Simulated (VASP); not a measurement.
# PbS (Galena) (Fm-3m) in VASP: a series of runs

PbS (Galena) is run at these levels: PBE, r2SCAN; tasks: single point.

All numbers are computed with VASP 6.6.1; they aren't measurements. Logs are shortened: lines on timing, memory, paths and dates and some standing lists are left out, and cuts for length are marked.

### Step 1. The cell of the first run

It takes space group Fm-3m (No. 225, cubic). The conventional cell has a = 6.249 Å, b = 6.249 Å, c = 6.249 Å, α = 90.00°, β = 90.00°, γ = 90.00°. Pb (site symmetry m-3m) has 6 S at 3.12 Å within 4.1 Å. Within 4.1 Å of S (site symmetry m-3m) lie 6 Pb at 3.12 Å.

### Step 2. Single point, PBE (strain +5.2%)

File INCAR:

```
SYSTEM = PbS
PREC = Accurate
ENCUT = 520
EDIFF = 1E-6
ISMEAR = -1
SIGMA = 0.02
LREAL = .False.
LASPH = .True.
NELM = 80
ALGO = Normal
ISIF = 2
LWAVE = .False.
LCHARG = .False.
GGA = PE
NBANDS = 17
```

File KPOINTS:

```
regular mesh
0
Gamma
  8 8 8
  0 0 0
```

File POSCAR:

```
PbS
1.0
    0.0000000000      3.1247408230      3.1247408230
    3.1247408230      0.0000000000      3.1247408230
    3.1247408230      3.1247408230      0.0000000000
Pb S
1 1
Direct
    0.0000000000      0.0000000000      0.0000000000
    0.5000000000      0.5000000000      0.5000000000
```

Potentials or basis: VASP PAW PBE potentials, release 64 (Pb_d, S).

Command:

```
cat potpaw_PBE.64/Pb_d/POTCAR potpaw_PBE.64/S/POTCAR > POTCAR
mpirun -np 1 vasp_std > vasp.out
```

OUTCAR:

```text
SYSTEM = PbS
   PREC = Accurate
   ENCUT = 520
   EDIFF = 1E-6
   ISMEAR = -1
   LREAL = .False.
   LASPH = .True.
   NELM = 80
   ISIF = 2
   GGA = PE

 ion  position               nearest neighbor table
   1  0.000  0.000  0.000-   2 3.12   2 3.12   2 3.12   2 3.12   2 3.12   2 3.12
   2  0.500  0.500  0.500-   1 3.12   1 3.12   1 3.12   1 3.12   1 3.12   1 3.12

  LATTYP: Found a face centered cubic cell.
 ALAT       =     6.2494816460

  Lattice vectors:

 A1 = (   0.0000000000,   3.1247408230,   3.1247408230)
 A2 = (   3.1247408230,   0.0000000000,   3.1247408230)
 A3 = (   3.1247408230,   3.1247408230,   0.0000000000)

Analysis of symmetry for initial positions (statically):
=====================================================================
 Subroutine PRICEL returns:
 Original cell was already a primitive cell.

 Routine SETGRP: Setting up the symmetry group for a
 face centered cubic supercell.

 Subroutine GETGRP returns: Found 48 space group operations
 (whereof 48 operations were pure point group operations)
 out of a pool of 48 trial point group operations.

The static configuration has the point symmetry O_h .

Analysis of symmetry for dynamics (positions and initial velocities):
=====================================================================
 Subroutine PRICEL returns:
 Original cell was already a primitive cell.

 Routine SETGRP: Setting up the symmetry group for a
 face centered cubic supercell.

 Subroutine GETGRP returns: Found 48 space group operations
 (whereof 48 operations were pure point group operations)
 out of a pool of 48 trial point group operations.

The dynamic configuration has the point symmetry O_h .

 Subroutine INISYM returns: Found 48 space group operations
 (whereof 48 operations are pure point group operations),
 and found     1 'primitive' translations

----------------------------------------------------------------------------------------

                                     Primitive cell

  volume of cell :      61.0200

  direct lattice vectors                    reciprocal lattice vectors
     0.000000000  3.124740823  3.124740823    -0.160013271  0.160013271  0.160013271
     3.124740823  0.000000000  3.124740823     0.160013271 -0.160013271  0.160013271
     3.124740823  3.124740823  0.000000000     0.160013271  0.160013271 -0.160013271

  length of vectors
     4.419050851  4.419050851  4.419050851     0.277151115  0.277151115  0.277151115

  position of ions in fractional coordinates (direct lattice)
     0.000000000  0.000000000  0.000000000
     0.500000000  0.500000000  0.500000000

  ion indices of the primitive-cell ions
   primitive index   ion index
                 1           1
                 2           2

----------------------------------------------------------------------------------------

 KPOINTS: regular mesh

Automatic generation of k-mesh.
 Grid dimensions read from file:
 generate k-points for:    8    8    8

 Generating k-lattice:

  Cartesian coordinates                     Fractional coordinates (reciprocal lattice)
    -0.020001659  0.020001659  0.020001659     0.125000000  0.000000000  0.000000000
     0.020001659 -0.020001659  0.020001659     0.000000000  0.125000000  0.000000000
     0.020001659  0.020001659 -0.020001659     0.000000000  0.000000000  0.125000000

  Length of vectors
     0.034643889  0.034643889  0.034643889

  Shift w.r.t. Gamma in fractional coordinates (k-lattice)
     0.000000000  0.000000000  0.000000000

 Subroutine IBZKPT returns following result:
 ===========================================

 Found     29 irreducible k-points:

 Following reciprocal coordinates:
            Coordinates               Weight
  0.000000  0.000000  0.000000      1.000000
  0.125000  0.000000  0.000000      8.000000
  0.250000  0.000000  0.000000      8.000000
  0.375000  0.000000  0.000000      8.000000
  0.500000  0.000000  0.000000      4.000000
  0.125000  0.125000  0.000000      6.000000
[... 16 lines left out ...]
  0.500000  0.250000  0.125000     48.000000
 -0.375000  0.250000  0.125000     24.000000
 [... further k-points ...]
   k-points           NKPTS =     29   k-points in BZ     NKDIM =     29   number of bands    NBANDS=     17
   number of dos      NEDOS =    301   number of ions     NIONS =      2
   total plane-waves  NPLWV =  46656
   dimension x,y,z NGX =    36 NGY =   36 NGZ =   36
   dimension x,y,z NGXF=    72 NGYF=   72 NGZF=   72
   ions per type =               1   1
   NGX,Y,Z   is equivalent  to a cutoff of  13.54, 13.54, 13.54 a.u.
   NGXF,Y,Z  is equivalent  to a cutoff of  27.09, 27.09, 27.09 a.u.
 SYSTEM =  PbS
   PREC   = accura    normal or accurate (medium, high low for compatibility)
   ISTART =      0    job   : 0-new  1-cont  2-samecut
   ICHARG =      2    charge: 1-file 2-atom 10-const
   ISPIN  =      1    spin polarized calculation?
   LNONCOLLINEAR =      F non collinear calculations
   LSORBIT =      F    spin-orbit coupling
   LASPH  =      T    aspherical Exc in radial PAW
   ENCUT  =  520.0 eV  38.22 Ry    6.18 a.u.   8.22  8.22  8.22*2*pi/ulx,y,z
   NELM   =     80;   NELMIN=  2; NELMDL= -5     # of ELM steps
   EDIFF  = 0.1E-05   stopping-criterion for ELM
   LREAL  =      F    real-space projection
   EDIFFG = 0.1E-04   stopping-criterion for IOM
   NSW    =      0    number of steps for IOM
   IBRION =     -1    ionic relax: 0-MD 1-quasi-New 2-CG
   NFREE  =      0    steps in history (QN), initial steepest desc. (CG)
   ISIF   =      2    stress and relaxation
   ISYM   =      2    0-nonsym 1-usesym 2-fastsym
   POTIM  = 0.5000    time-step for ionic-motion
   TEBEG  =    0.0;   TEEND  =   0.0 temperature during run
   PSTRESS=    0.0 pullay stress
   NELECT =      20.0000    total number of electrons
   NUPDOWN=      -1.0000    fix difference up-down
   EMIN   =  10.00;   EMAX   =-10.00  energy-range for DOS
   EFERMI =   0.00;   METHOD = LEGACY
   ISMEAR =    -1;   SIGMA  =   0.02  broadening in eV -4-tet -1-fermi 0-gaus
   EFERMI_NEDOS =   21; number of points for ismear=-14 and -15
   IALGO  =     38    algorithm
   IMIX   =      4    mixing-type and parameters
     AMIX     =   0.40;   BMIX     =  1.00
     AMIX_MAG =   1.60;   BMIX_MAG =  1.00
  volume/ion in A,a.u.               =      30.51       205.89
  Fermi-wavevector in a.u.,A,eV,Ry     =   1.128741  2.133011 17.334577  1.274055
  Thomas-Fermi vector in A             =   2.265432
   LORBIT       =      0    0 simple, 1 ext, 2 COOP (PROOUT), +10 PAW based schemes
   GGA     = PE    functional components
   LHFCALC =     F    Hartree Fock is set to
   AEXX    =    0.0000 exact exchange contribution
   IVDW    =     0    specifies the selected vdW correction
   LEPSILON=     F    determine dielectric tensor
   LRPA    =     F    only Hartree local field effects (RPA)
 non-spin polarized calculation
  energy-cutoff  :      520.00
  volume of cell :       61.02
 maximum number of plane-waves:      1676
 NGX is ok and might be reduce to    36
   NGX = 17   NGY = 17   NGZ = 17

 number of electron      19.9999999 magnetization

 Free energy of the ion-electron system (eV)
  ---------------------------------------------------
  ext. energy  EPLUGINS =         0.00000000
  ---------------------------------------------------
  free energy    TOTEN  =        -8.65662763 eV

  energy without entropy =       -8.65662763  energy(sigma->0) =       -8.65662763

 E-fermi :   4.2425     XC(G=0):  -8.9663

 val. band max:        3.8188065149   @ k =   0.5000   0.0000   0.0000
 cond. band min:       4.6300057179   @ k =   0.5000   0.0000   0.0000
 fundamental gap:      0.8111992030
 Fermi energy:         4.2424732271

 k-point     1 :       0.0000    0.0000    0.0000
  band No.  band energies     occupation
      1     -12.7310      2.00000
      2     -12.7310      2.00000
      3     -12.7310      2.00000
      4     -12.7120      2.00000
      5     -12.7120      2.00000
      6      -8.4005      2.00000
[... 9 lines left out ...]
     16      11.0035      0.00000
     17      12.2521      0.00000

 k-point     2 :       0.1250    0.0000    0.0000
  band No.  band energies     occupation
      1     -12.7304      2.00000
      2     -12.7289      2.00000
      3     -12.7289      2.00000
      4     -12.7127      2.00000
      5     -12.7127      2.00000
      6      -8.2989      2.00000
[... 9 lines left out ...]
     16      11.3137      0.00000
     17      13.2650      0.00000

 k-point     3 :       0.2500    0.0000    0.0000
  band No.  band energies     occupation
      1     -12.7291      2.00000
      2     -12.7274      2.00000
      3     -12.7274      2.00000
      4     -12.7106      2.00000
      5     -12.7106      2.00000
      6      -8.0226      2.00000
[... 9 lines left out ...]
     16      12.0990      0.00000
     17      14.9471      0.00000

 k-point     4 :       0.3750    0.0000    0.0000
  band No.  band energies     occupation
      1     -12.7302      2.00000
      2     -12.7302      2.00000
      3     -12.7279      2.00000
      4     -12.7043      2.00000
      5     -12.7043      2.00000
      6      -7.6811      2.00000
[... 9 lines left out ...]
     16      13.2591      0.00000
     17      15.0814      0.00000

 k-point     5 :       0.5000    0.0000    0.0000
  band No.  band energies     occupation
      1     -12.7318      2.00000
      2     -12.7318      2.00000
      3     -12.7274      2.00000
      4     -12.7012      2.00000
      5     -12.7012      2.00000
      6      -7.5085      2.00000
[... 9 lines left out ...]
     16      14.2453      0.00000
     17      14.2453      0.00000

 k-point     6 :       0.1250    0.1250    0.0000
  band No.  band energies     occupation
      1     -12.7329      2.00000
      2     -12.7264      2.00000
      3     -12.7264      2.00000
      4     -12.7174      2.00000
      5     -12.7099      2.00000
      6      -8.2649      2.00000
[... 9 lines left out ...]
     16      11.8860      0.00000
     17      12.7354      0.00000

 k-point     7 :       0.2500    0.1250    0.0000
  band No.  band energies     occupation
      1     -12.7330      2.00000
      2     -12.7258      2.00000
      3     -12.7228      2.00000
      4     -12.7190      2.00000
      5     -12.7073      2.00000
      6      -8.0466      2.00000
[... 9 lines left out ...]
     16      12.6971      0.00000
     17      13.9283      0.00000

 k-point     8 :       0.3750    0.1250    0.0000
  band No.  band energies     occupation
      1     -12.7341      2.00000
      2     -12.7276      2.00000
      3     -12.7241      2.00000
      4     -12.7129      2.00000
      5     -12.7024      2.00000
      6      -7.7228      2.00000
[... 9 lines left out ...]
     16      13.7553      0.00000
     17      15.0455      0.00000
[... 203 lines left out ...]
      1     -12.7685      2.00000
      2     -12.7400      2.00000
      3     -12.7032      2.00000
      4     -12.7020      2.00000
      5     -12.6987      2.00000
      6      -7.3213      2.00000
[... 9 lines left out ...]
     16      15.3370      0.00000
     17      15.6107      0.00000

 k-point    20 :      -0.3750    0.3750    0.0000
  band No.  band energies     occupation
      1     -12.7600      2.00000
      2     -12.7312      2.00000
      3     -12.7072      2.00000
      4     -12.7071      2.00000
      5     -12.7029      2.00000
      6      -7.2740      2.00000
[... 9 lines left out ...]
     16      14.4062      0.00000
     17      15.9954      0.00000

 k-point    21 :       0.5000    0.5000    0.0000
  band No.  band energies     occupation
      1     -12.7768      2.00000
      2     -12.7437      2.00000
      3     -12.6985      2.00000
      4     -12.6985      2.00000
      5     -12.6981      2.00000
      6      -7.2842      2.00000
[... 9 lines left out ...]
     16      15.1740      0.00000
     17      16.2472      0.00000

 k-point    22 :       0.3750    0.2500    0.1250
  band No.  band energies     occupation
      1     -12.7332      2.00000
      2     -12.7324      2.00000
      3     -12.7194      2.00000
      4     -12.7154      2.00000
      5     -12.7046      2.00000
      6      -7.8031      2.00000
[... 9 lines left out ...]
     16      13.5096      0.00000
     17      14.0241      0.00000

 k-point    23 :       0.5000    0.2500    0.1250
  band No.  band energies     occupation
      1     -12.7400      2.00000
      2     -12.7277      2.00000
      3     -12.7200      2.00000
      4     -12.7112      2.00000
      5     -12.7034      2.00000
      6      -7.5168      2.00000
[... 9 lines left out ...]
     16      14.0721      0.00000
     17      14.9158      0.00000

 k-point    24 :      -0.3750    0.2500    0.1250
  band No.  band energies     occupation
      1     -12.7426      2.00000
      2     -12.7257      2.00000
      3     -12.7172      2.00000
      4     -12.7134      2.00000
      5     -12.7021      2.00000
      6      -7.3801      2.00000
[... 9 lines left out ...]
     16      14.8562      0.00000
     17      14.8583      0.00000

 [... further k-points ...]

------------------------ aborting loop because EDIFF is reached ----------------------------------------

  FORCE on cell =-STRESS in cart. coord.  units (eV):
  Direction    XX          YY          ZZ          XY          YZ          ZX
  --------------------------------------------------------------------------------------
  -------------------------------------------------------------------------------------
  Total       -1.8559538     -1.8559538     -1.8559538     -0.0000000      0.0000000     -0.0000000
  in kB      -48.7310463    -48.7310463    -48.7310463     -0.0000000      0.0000000     -0.0000000
  external PRESSURE =     -48.7310463 kB  Pullay stress =       0.0000000 kB

 VOLUME and BASIS-vectors are now :
 -----------------------------------------------------------------------------
  energy-cutoff  :      520.00
  volume of cell :       61.02
      direct lattice vectors                 reciprocal lattice vectors
     0.000000000  3.124740823  3.124740823    -0.160013271  0.160013271  0.160013271
     3.124740823  0.000000000  3.124740823     0.160013271 -0.160013271  0.160013271
     3.124740823  3.124740823  0.000000000     0.160013271  0.160013271 -0.160013271

 POSITION                                       TOTAL-FORCE (eV/Angst)
 -----------------------------------------------------------------------------------
      0.00000      0.00000      0.00000         0.000000      0.000000      0.000000
      3.12474      3.12474      3.12474         0.000000      0.000000     -0.000000
 -----------------------------------------------------------------------------------
    total drift:                                0.000000      0.000000      0.000000

  FREE ENERGIE OF THE ION-ELECTRON SYSTEM (eV)
  ---------------------------------------------------
  free  energy   TOTEN  =        -8.6566276299 eV

  energy  without entropy=       -8.6566276298  energy(sigma->0) =       -8.65662763
```

It took 20 s on 1 thread of Intel Xeon 6975P-C, shared host; peak memory 0.21 GiB.

Results:

- Free energy: -8.6566 eV
- Pressure: -4.9 GPa
- Band gap on the k mesh: 0.81 eV, direct

Caveat: the cell differs from its parent crystal (strain +5.2%); spin-orbit coupling is left out, which moves the levels of the heavy elements.

### Step 3. Single point, r2SCAN (strain +5.2%)

POSCAR is that of step 2.

File INCAR.step1:

```
SYSTEM = PbS
PREC     = Accurate       ! precision mode
ENCUT    = 520            ! plane-wave cutoff, eV
ISMEAR   = 0              ! smearing method
SIGMA    = 0.01           ! smearing width, eV
LREAL    = .FALSE.        ! projectors in reciprocal space
LASPH    = .TRUE.         ! aspherical terms in the spheres
NELM     = 60             ! most SCF steps
NBANDS   = 17             ! bands
GGA      = PE             ! functional
ALGO     = Normal         ! electronic algorithm
EDIFF    = 1E-4           ! SCF threshold, eV
LWAVE    = .TRUE.         ! write WAVECAR
LCHARG   = .FALSE.        ! write CHGCAR
```

File INCAR.step2:

```
SYSTEM = PbS
PREC     = Accurate       ! precision mode
ENCUT    = 520            ! plane-wave cutoff, eV
EDIFF    = 1E-6           ! SCF threshold, eV
ISMEAR   = 0              ! smearing method
SIGMA    = 0.01           ! smearing width, eV
LREAL    = .FALSE.        ! projectors in reciprocal space
LASPH    = .TRUE.         ! aspherical terms in the spheres
NELM     = 60             ! most SCF steps
ALGO     = Normal         ! electronic algorithm
ISIF     = 2              ! what is computed and relaxed
LWAVE    = .FALSE.        ! write WAVECAR
LCHARG   = .TRUE.         ! write CHGCAR
METAGGA  = R2SCAN         ! meta-GGA
LMIXTAU  = .TRUE.       
LELF     = .TRUE.         ! ELF
LVHAR    = .TRUE.       
NBANDS   = 17             ! bands
ISTART   = 1
```

File KPOINTS:

```
regular mesh
0
G
  8 8 8
  0 0 0
```

Potentials or basis: VASP PAW PBE potentials, release 64 (Pb_d, S).

Command:

```
cat potpaw_PBE.64/Pb_d/POTCAR potpaw_PBE.64/S/POTCAR > POTCAR
cp INCAR.step1 INCAR
mpirun -np 1 vasp_std > vasp.out
cp INCAR.step2 INCAR
mpirun -np 1 vasp_std > vasp.out
```

Wall time 1.8 min (1 thread of Intel Xeon 6975P-C, shared host); peak memory 0.23 GiB.

The run converged. Its results:

```yaml
Free_energy: -65.4556 eV
Pressure: -5.9 GPa
Band_gap_on_the_k_mesh: 1.09 eV, direct
```

Levels at points of the mesh, in eV from the valence-band top:
```csv
k point,band 6,band 7,band 8,band 9,band 10,band 11,band 12,band 13,band 14,band 15
"(0.00, 0.00, 0.00)",-12.77,-6.27,-1.45,-1.45,-1.45,5.20,5.20,5.20,7.61,7.61
"(0.50, 0.00, 0.00)",-11.87,-8.18,-1.15,-1.15,0.00,1.09,2.59,2.59,9.03,10.82
"(0.50, 0.50, 0.00)",-11.62,-7.07,-3.97,-2.50,-2.50,4.89,5.56,5.60,5.60,11.71
```

Caveat: the cell differs from its parent crystal (strain +5.2%); the PAW data sets were made with another functional, which shifts forces and pressure a little; spin-orbit coupling is left out, which moves the levels of the heavy elements. A k mesh can miss the band edges.
